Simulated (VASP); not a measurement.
# CaF2 (Fm-3m) in VASP: single point with PBE0

Aim: the single point of CaF2 with PBE0.

Program: VASP 6.6.1. These are calculated values, not measurements. Logs are shortened: lines on timing, memory, paths and dates and some standing lists are left out, and cuts for length are marked.

### 1 The cell of the first run

It takes space group Fm-3m (No. 225, cubic). The conventional cell has a = 5.439 Å, b = 5.439 Å, c = 5.439 Å, α = 90.00°, β = 90.00°, γ = 90.00°. Ca (site symmetry m-3m) has 8 F at 2.36 Å within 3.1 Å. F (site symmetry -43m) has 4 Ca at 2.36 Å and 6 F at 2.72 Å within 3.1 Å.

### 2 Single point, PBE0

POSCAR

```
CaF2
1.0
    0.0000000000      2.7195928363      2.7195928363
    2.7195928363      0.0000000000      2.7195928363
    2.7195928363      2.7195928363      0.0000000000
Ca F
1 2
Direct
    0.0000000000      0.0000000000      0.0000000000
    0.7500000000      0.7500000000      0.7500000000
    0.2500000000      0.2500000000      0.2500000000
```

INCAR.step1

```
SYSTEM = CaF2
  PREC = Accurate
  ENCUT = 520
  EDIFF = 1E-5
  ISMEAR = 0
  SIGMA = 0.01
  LREAL = .False.
  LASPH = .True.
  NELM = 120
  ALGO = Normal
  ISIF = 2
  LWAVE = .True.
  GGA = PE
  NBANDS = 19
  GGA_COMPAT = .False.
```

INCAR.step2

```
SYSTEM = CaF2
  PREC = Accurate
  ENCUT = 520
  EDIFF = 1E-6
  ISMEAR = 0
  SIGMA = 0.01
  LREAL = .False.
  LASPH = .True.
  NELM = 120
  ALGO = Normal
  ISIF = 2
  LWAVE = .False.
  LCHARG = .True.
  GGA = PE
  LHFCALC = .True.
  AEXX = 0.25
  PRECFOCK = Normal
  LELF = .True.
  LVHAR = .True.
  ISTART = 1
  NBANDS = 19
  GGA_COMPAT = .False.
```

KPOINTS

```
Automatic mesh
0
Gamma
  6 6 6
  0 0 0
```

Potentials or basis: VASP PAW PBE potentials, release 64 (Ca_sv, F).

Launch:

```console
$ cat potpaw_PBE.64/Ca_sv/POTCAR potpaw_PBE.64/F/POTCAR > POTCAR
$ cp INCAR.step1 INCAR
$ mpirun -np 1 vasp_std > vasp.out
$ cp INCAR.step2 INCAR
$ mpirun -np 1 vasp_std > vasp.out
```

OUTCAR:

```text
SYSTEM = CaF2
   PREC = Accurate
   ENCUT = 520
   EDIFF = 1E-6
   ISMEAR = 0
   LREAL = .False.
   LASPH = .True.
   NELM = 120
   ISIF = 2
   GGA = PE
   LHFCALC = .True.
   AEXX = 0.25
   PRECFOCK = Normal
   ISTART = 1

 ion  position               nearest neighbor table
   1  0.000  0.000  0.000-   2 2.36   2 2.36   2 2.36   2 2.36   3 2.36   3 2.36   3 2.36   3 2.36

   2  0.750  0.750  0.750-   1 2.36   1 2.36   1 2.36   1 2.36
   3  0.250  0.250  0.250-   1 2.36   1 2.36   1 2.36   1 2.36

  LATTYP: Found a face centered cubic cell.
 ALAT       =     5.4391856726

  Lattice vectors:

 A1 = (   0.0000000000,   2.7195928363,   2.7195928363)
 A2 = (   2.7195928363,   0.0000000000,   2.7195928363)
 A3 = (   2.7195928363,   2.7195928363,   0.0000000000)

Analysis of symmetry for initial positions (statically):
=====================================================================
 Subroutine PRICEL returns:
 Original cell was already a primitive cell.

 Routine SETGRP: Setting up the symmetry group for a
 face centered cubic supercell.

 Subroutine GETGRP returns: Found 48 space group operations
 (whereof 48 operations were pure point group operations)
 out of a pool of 48 trial point group operations.

The static configuration has the point symmetry O_h .

Analysis of symmetry for dynamics (positions and initial velocities):
=====================================================================
 Subroutine PRICEL returns:
 Original cell was already a primitive cell.

 Routine SETGRP: Setting up the symmetry group for a
 face centered cubic supercell.

 Subroutine GETGRP returns: Found 48 space group operations
 (whereof 48 operations were pure point group operations)
 out of a pool of 48 trial point group operations.

The dynamic configuration has the point symmetry O_h .

 Subroutine INISYM returns: Found 48 space group operations
 (whereof 48 operations are pure point group operations),
 and found     1 'primitive' translations

----------------------------------------------------------------------------------------

                                     Primitive cell

  volume of cell :      40.2292

  direct lattice vectors                    reciprocal lattice vectors
     0.000000000  2.719592836  2.719592836    -0.183851051  0.183851051  0.183851051
     2.719592836  0.000000000  2.719592836     0.183851051 -0.183851051  0.183851051
     2.719592836  2.719592836  0.000000000     0.183851051  0.183851051 -0.183851051

  length of vectors
     3.846085073  3.846085073  3.846085073     0.318439361  0.318439361  0.318439361

  position of ions in fractional coordinates (direct lattice)
     0.000000000  0.000000000  0.000000000
     0.750000000  0.750000000  0.750000000
     0.250000000  0.250000000  0.250000000

  ion indices of the primitive-cell ions
   primitive index   ion index
                 1           1
                 2           2
                 3           3

----------------------------------------------------------------------------------------

 KPOINTS: Automatic mesh

Automatic generation of k-mesh.
 Grid dimensions read from file:
 generate k-points for:    6    6    6

 Generating k-lattice:

  Cartesian coordinates                     Fractional coordinates (reciprocal lattice)
    -0.030641842  0.030641842  0.030641842     0.166666667  0.000000000  0.000000000
     0.030641842 -0.030641842  0.030641842     0.000000000  0.166666667  0.000000000
     0.030641842  0.030641842 -0.030641842     0.000000000  0.000000000  0.166666667

  Length of vectors
     0.053073227  0.053073227  0.053073227

  Shift w.r.t. Gamma in fractional coordinates (k-lattice)
     0.000000000  0.000000000  0.000000000

 Subroutine IBZKPT returns following result:
 ===========================================

 Found     16 irreducible k-points:

 Following reciprocal coordinates:
            Coordinates               Weight
  0.000000  0.000000  0.000000      1.000000
  0.166667  0.000000  0.000000      8.000000
  0.333333  0.000000  0.000000      8.000000
  0.500000  0.000000  0.000000      4.000000
  0.166667  0.166667  0.000000      6.000000
  0.333333  0.166667  0.000000     24.000000
[... 8 lines left out ...]
 -0.333333  0.333333  0.166667     24.000000
 -0.333333  0.500000  0.166667     12.000000
   k-points           NKPTS =     16   k-points in BZ     NKDIM =    216   number of bands    NBANDS=     19
   number of dos      NEDOS =    301   number of ions     NIONS =      3
   total plane-waves  NPLWV =  27000
   dimension x,y,z NGX =    30 NGY =   30 NGZ =   30
   dimension x,y,z NGXF=    60 NGYF=   60 NGZF=   60
   ions per type =               1   2
   NGX,Y,Z   is equivalent  to a cutoff of  12.97, 12.97, 12.97 a.u.
   NGXF,Y,Z  is equivalent  to a cutoff of  25.93, 25.93, 25.93 a.u.
 SYSTEM =  CaF2
   PREC   = accura    normal or accurate (medium, high low for compatibility)
   ISTART =      1    job   : 0-new  1-cont  2-samecut
   ICHARG =      0    charge: 1-file 2-atom 10-const
   ISPIN  =      1    spin polarized calculation?
   LNONCOLLINEAR =      F non collinear calculations
   LSORBIT =      F    spin-orbit coupling
   LASPH  =      T    aspherical Exc in radial PAW
   ENCUT  =  520.0 eV  38.22 Ry    6.18 a.u.   7.15  7.15  7.15*2*pi/ulx,y,z
   NELM   =    120;   NELMIN=  2; NELMDL=  0     # of ELM steps
   EDIFF  = 0.1E-05   stopping-criterion for ELM
   LREAL  =      F    real-space projection
   EDIFFG = 0.1E-04   stopping-criterion for IOM
   NSW    =      0    number of steps for IOM
   IBRION =     -1    ionic relax: 0-MD 1-quasi-New 2-CG
   NFREE  =      0    steps in history (QN), initial steepest desc. (CG)
   ISIF   =      2    stress and relaxation
   ISYM   =      3    0-nonsym 1-usesym 2-fastsym
   POTIM  = 0.5000    time-step for ionic-motion
   TEBEG  =    0.0;   TEEND  =   0.0 temperature during run
   PSTRESS=    0.0 pullay stress
   NELECT =      24.0000    total number of electrons
   NUPDOWN=      -1.0000    fix difference up-down
   EMIN   =  10.00;   EMAX   =-10.00  energy-range for DOS
   EFERMI =   0.00;   METHOD = LEGACY
   ISMEAR =     0;   SIGMA  =   0.01  broadening in eV -4-tet -1-fermi 0-gaus
   EFERMI_NEDOS =   21; number of points for ismear=-14 and -15
   IALGO  =     38    algorithm
   IMIX   =      1    mixing-type and parameters
     AMIX     =   0.40;   BMIX     =  1.00
     AMIX_MAG =   1.60;   BMIX_MAG =  1.00
  volume/ion in A,a.u.               =      13.41        90.49
  Fermi-wavevector in a.u.,A,eV,Ry     =   1.378155  2.604335 25.841693  1.899311
  Thomas-Fermi vector in A             =   2.503242
   LORBIT       =      0    0 simple, 1 ext, 2 COOP (PROOUT), +10 PAW based schemes
   GGA     = PE    functional components
   LHFCALC =     T    Hartree Fock is set to
   PRECFOCK=normal    Normal, Fast or Accurate (Low or Medium for compatibility)
   ENCUT4O =  -1.0   cutoff for four orbital integrals eV
   NKREDX  =     1    reduce k-point grid by
   NKREDY  =     1    reduce k-point grid by
   NKREDZ  =     1    reduce k-point grid by
   AEXX    =    0.2500 exact exchange contribution
   HFSCREEN=    0.0000 screening length (either q_TF or 0.3 A-1)
   HFSCREENC=   0.0000 screening length for correlation (either q_TF or 0.3 A-1)
   ENCUTFOCK=  -1.0 apply spherical cutoff to Coloumb kernel
   IVDW    =     0    specifies the selected vdW correction
   LEPSILON=     F    determine dielectric tensor
   LRPA    =     F    only Hartree local field effects (RPA)
 non-spin polarized calculation
 Gauss-broadening in eV      SIGMA  =   0.01
  energy-cutoff  :      520.00
  volume of cell :       40.23
 maximum number of plane-waves:      1106
 NGX is ok and might be reduce to    30
  NGX = 24; NGY = 24; NGZ = 24

 number of electron      23.9999983 magnetization

 Free energy of the ion-electron system (eV)
  ---------------------------------------------------
  ext. energy  EPLUGINS =         0.00000000
  ---------------------------------------------------
  free energy    TOTEN  =       -21.31033056 eV

  energy without entropy =      -21.31033056  energy(sigma->0) =      -21.31033056

 E-fermi :  -2.8456     XC(G=0):  -7.5705

 val. band max:       -2.9233593615   @ k =   0.5000   0.5000   0.0000
 cond. band min:       7.2626886409   @ k =   0.0000   0.0000   0.0000
 fundamental gap:     10.1860480024
 Fermi energy:        -2.8455897449

 k-point     1 :       0.0000    0.0000    0.0000
  band No.  band energies     occupation
      1     -40.9172      2.00000
      2     -24.5016      2.00000
      3     -23.6783      2.00000
      4     -20.3795      2.00000
      5     -20.3795      2.00000
      6     -20.3795      2.00000
[... 11 lines left out ...]
     18      12.0792      0.00000
     19      17.1336      0.00000

 k-point     2 :       0.1667    0.0000    0.0000
  band No.  band energies     occupation
      1     -40.9076      2.00000
      2     -24.5461      2.00000
      3     -23.7532      2.00000
      4     -20.3923      2.00000
      5     -20.3923      2.00000
      6     -20.2800      2.00000
[... 11 lines left out ...]
     18      12.0015      0.00000
     19      16.0139      0.00000

 k-point     3 :       0.3333    0.0000    0.0000
  band No.  band energies     occupation
      1     -40.8883      2.00000
      2     -24.5748      2.00000
      3     -23.9723      2.00000
      4     -20.4177      2.00000
      5     -20.4177      2.00000
      6     -20.0630      2.00000
[... 11 lines left out ...]
     18      11.8470      0.00000
     19      14.5350      0.00000

 k-point     4 :       0.5000    0.0000    0.0000
  band No.  band energies     occupation
      1     -40.8787      2.00000
      2     -24.5396      2.00000
      3     -24.1331      2.00000
      4     -20.4302      2.00000
      5     -20.4302      2.00000
      6     -19.9477      2.00000
[... 231 lines left out ...]
     18      12.5542      0.00000
     19      15.7374      0.00000

 k-point    15 :      -0.3333    0.3333    0.1667
  band No.  band energies     occupation
      1     -40.8691      2.00000
      2     -24.4473      2.00000
      3     -24.3486      2.00000
      4     -20.4815      2.00000
      5     -20.1739      2.00000
      6     -20.0630      2.00000
[... 11 lines left out ...]
     18      13.7362      0.00000
     19      15.0994      0.00000

 k-point    16 :      -0.3333    0.5000    0.1667
  band No.  band energies     occupation
      1     -40.8659      2.00000
      2     -24.5914      2.00000
      3     -24.2209      2.00000
      4     -20.5070      2.00000
      5     -20.2868      2.00000
      6     -19.9188      2.00000
[... 11 lines left out ...]
     18      15.0356      0.00000
     19      15.0722      0.00000

------------------------ aborting loop because EDIFF is reached ----------------------------------------

  FORCE on cell =-STRESS in cart. coord.  units (eV):
  Direction    XX          YY          ZZ          XY          YZ          ZX
  --------------------------------------------------------------------------------------
  -------------------------------------------------------------------------------------
  Total        0.4092201      0.4092201      0.4092201     -0.0000000      0.0000000     -0.0000000
  in kB       16.2976850     16.2976850     16.2976850     -0.0000000      0.0000000     -0.0000000
  external PRESSURE =      16.2976850 kB  Pullay stress =       0.0000000 kB

 VOLUME and BASIS-vectors are now :
 -----------------------------------------------------------------------------
  energy-cutoff  :      520.00
  volume of cell :       40.23
      direct lattice vectors                 reciprocal lattice vectors
     0.000000000  2.719592836  2.719592836    -0.183851051  0.183851051  0.183851051
     2.719592836  0.000000000  2.719592836     0.183851051 -0.183851051  0.183851051
     2.719592836  2.719592836  0.000000000     0.183851051  0.183851051 -0.183851051

 POSITION                                       TOTAL-FORCE (eV/Angst)
 -----------------------------------------------------------------------------------
      0.00000      0.00000      0.00000         0.000000      0.000000      0.000000
      4.07939      4.07939      4.07939        -0.000000      0.000000      0.000000
      1.35980      1.35980      1.35980        -0.000000     -0.000000     -0.000000
 -----------------------------------------------------------------------------------
    total drift:                                0.000000     -0.000000     -0.000000

  FREE ENERGIE OF THE ION-ELECTRON SYSTEM (eV)
  ---------------------------------------------------
  free  energy   TOTEN  =       -21.3103305637 eV

  energy  without entropy=      -21.3103305637  energy(sigma->0) =      -21.31033056
```

Run time: 74 min. Hardware: 1 thread of Intel Xeon Platinum 8259CL at 2.50GHz (Skylake/Cascade Lake), shared host; peak memory 0.2 GiB.

Results:

```yaml
Free_energy: -21.3103 eV
Pressure: 1.6 GPa
Band_gap_on_the_k_mesh: 10.19 eV (least direct gap 10.46 eV)
```

Caveat: the PAW data sets were made with another functional, which shifts forces and pressure a little.
